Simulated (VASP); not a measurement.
Write the native input for VASP 6.6.1 that does the following.

- Task: single point
- Functional: PBE
- Potentials or basis: VASP PAW PBE potentials, release 64 (Cs_sv)
- Cutoff: 520 eV
- k mesh: 9 × 9 × 9
- Occupations: fermi-dirac, width 0.0612256 eV
- Spin: no spin polarisation
- Dipole correction: no
- Further INCAR settings: ALGO = Normal; EDIFF = 1e-07; NBANDS = 16

The structure of Cs lies in POSCAR:

```
Cs
1.0
    0.0000000000      5.8503471175      5.8503471175
    5.8503471175      0.0000000000      5.8503471175
    5.8503471175      5.8503471175      0.0000000000
Cs
2
Direct
    0.0000000000      0.0000000000      0.0000000000
    0.2500000000      0.2500000000      0.2500000000
```

The input as run:

INCAR

```
SYSTEM = Cs
PREC = Accurate ; ENCUT = 520
EDIFF = 1E-7 ; ISMEAR = -1
SIGMA = 0.06122561905347299 ; LREAL = .False.
LASPH = .True. ; NELM = 60
ALGO = Normal ; ISIF = 2
LWAVE = .False. ; LCHARG = .False.
GGA = PE ; NBANDS = 16
```

KPOINTS

```
Automatic mesh
0
Gamma
  9 9 9
  0 0 0
```

Potentials or basis: VASP PAW PBE potentials, release 64 (Cs_sv).

Launch:

```bash
$ cat potpaw_PBE.64/Cs_sv/POTCAR > POTCAR
$ mpirun -np 1 vasp_std > vasp.out
```

Results of the run:

| Item | Value |
| --- | --- |
| Pressure | 0.0 GPa |
| Band gap on the k mesh | 0.03 eV, direct |

Caveat: spin-orbit coupling is left out, which moves the levels of the heavy elements.

Wall time 5 min on 1 thread of Oxide Virtual Turin-like Processor, with other jobs on the host, peak memory 0.61 GiB.
